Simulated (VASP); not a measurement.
Here is a VASP 6.6.1 calculation.

File INCAR:

```
PREC = Accurate
ENCUT = 520
EDIFF = 1E-7
ISMEAR = -1
SIGMA = 0.05
LREAL = F
LASPH = T
NELM = 60
ALGO = Normal
ISIF = 2
LWAVE = F
LCHARG = T
GGA = PE
IVDW = 13
LELF = T
LVHAR = T
NBANDS = 63
```

File KPOINTS:

```
regular mesh
0
Gamma
  4 4 2
```

The input POSCAR:

```
HfIn4SiO6
1.0
    5.2200964084      0.0000028554      0.0000000000
   -2.6100506771      4.5207346722      0.0000000000
    0.0000000000      0.0000000000     10.0305782450
Hf In Si O
1 4 1 6
Direct
    0.6666666667      0.3333333333      0.0000000000
    0.0000000000      0.0000000000      0.3207540873
    0.0000000000      0.0000000000      0.6792459127
    0.3333333333      0.6666666667      0.7770498515
    0.3333333333      0.6666666667      0.2229501485
    0.0000000000      0.0000000000      0.0000000000
    0.9763623817      0.7047557493      0.8947469160
    0.2952442507      0.0236376183      0.1052530840
    0.2952442507      0.2716066324      0.8947469160
    0.7283933676      0.7047557493      0.1052530840
    0.7283933676      0.0236376183      0.8947469160
    0.9763623817      0.2716066324      0.1052530840
```

Potentials or basis: VASP PAW PBE potentials, release 64 (Hf_pv, In_d, Si, O).

Run with:

```bash
$ cat potpaw_PBE.64/Hf_pv/POTCAR potpaw_PBE.64/In_d/POTCAR potpaw_PBE.64/Si/POTCAR potpaw_PBE.64/O/POTCAR > POTCAR
$ mpirun -np 1 vasp_std > vasp.out
```

**Question.** Predict the dispersion energy per atom.

**Answer.** -0.204 eV.

**Question.** Predict the band gap on the k mesh.

**Answer.** Zero (band 51 reaches 4.97 eV, above the bottom of band 52 at 4.81 eV).

**Question.** Predict the largest force.

**Answer.** 0.150 eV/Å.

**Question.** Estimate the pressure.

**Answer.** -0.4 GPa.

Stress tensor (GPa, compression positive):
```
-0.50  0.00  0.00
 0.00 -0.50  0.00
 0.00  0.00 -0.23
```

Caveat: spin-orbit coupling is left out, which moves the levels of the heavy elements; pairwise dispersion overbinds metals, which lowers pressure and volume.
